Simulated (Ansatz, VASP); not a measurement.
## Two plane-wave programs on GaSb3

```xyz
4
Lattice="0.0000 3.5489 3.6451 3.5489 0.0000 3.6451 3.5489 3.5489 0.0000" Properties=species:S:1:pos:R:3 pbc="T T T"
Ga    0.0000    0.0000    0.0000
Sb    1.7744    1.7744    1.8225
Sb    5.3233    5.3233    5.4676
Sb    3.5489    3.5489    3.6451
```

Alike in both runs: task single point; functional PBEsol; k mesh 10 × 10 × 10; occupations gaussian, width 0.15 eV; no spin polarisation.

```csv
,VASP,Ansatz
version,VASP 6.6.1,Ansatz 0.2.0
potentials or method,"VASP PAW PBE potentials, release 64 (Ga_d, Sb), cutoff 520 eV","scalar-relativistic, plane waves, PAW"
valence electrons in the cell,28,58
```

VASP gave:

| Property | Result |
| --- | --- |
| gap on the k mesh at the Fermi level (eV) | none |
| pressure (GPa) | 4.1 |
| traceless stress, the component that is largest in VASP (GPa) | -1.07 |

Q: Estimate Ansatz's values.

A: gap on the k mesh at the Fermi level (eV): none; pressure (GPa): 4.0; traceless stress, the component that is largest in VASP (GPa): -1.06.

VASP's potentials were made for PBE, not for PBEsol, and Ansatz warns of the same on its side. A gap of «none» marks a metal or a gap that the smearing closes. With one functional, cell and mesh, what is left measures potentials, basis and numerics. VASP's potentials hold 28 valence electrons a cell and Ansatz's 58, so a difference there can come from the potentials and not from the codes.

Spin-orbit coupling is off throughout.
